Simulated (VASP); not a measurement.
The system is TlSnCl3.

```
Tl Sn Cl
1.0
     5.51736    0.00000    0.00000
     0.00000    5.51736    0.00000
     0.00000    0.00000    5.40701
Tl Sn Cl
1 1 3
Direct
  0.00000 0.00000 0.00000
  0.50000 0.50000 0.50000
  0.50000 0.50000 0.00000
  0.50000 0.00000 0.50000
  0.00000 0.50000 0.50000
```

This cell differs from its parent crystal: uniaxial z strain -2.0%.

Base run:

| Item | Value |
| --- | --- |
| Program | VASP 6.6.1 |
| Functional | r2SCAN |
| Potentials or basis | VASP PAW PBE potentials, release 64 (Tl_d, Sn_d, Cl) |
| Cutoff | 520 eV |
| k mesh | 6 × 6 × 6 |
| Occupations | gaussian, width 0.01 eV |
| Spin | no spin polarisation |

Its results: band gap on the k mesh 0.52 eV (least direct gap 0.73 eV); pressure 0.4 GPa.

Task: The run is repeated on the same cell with these changes: functional from r2SCAN to PBE; occupations from gaussian, width 0.01 eV to fermi-dirac, width 0.02 eV. What comes out?

Result: Band gap on the k mesh 0.44 eV (least direct gap 0.58 eV); pressure 1.4 GPa.

Caveats: spin-orbit coupling is left out, which moves the levels of the heavy elements; the PAW data sets were made with another functional, which shifts forces and pressure a little (at least some runs).

A k mesh can miss the band edges.
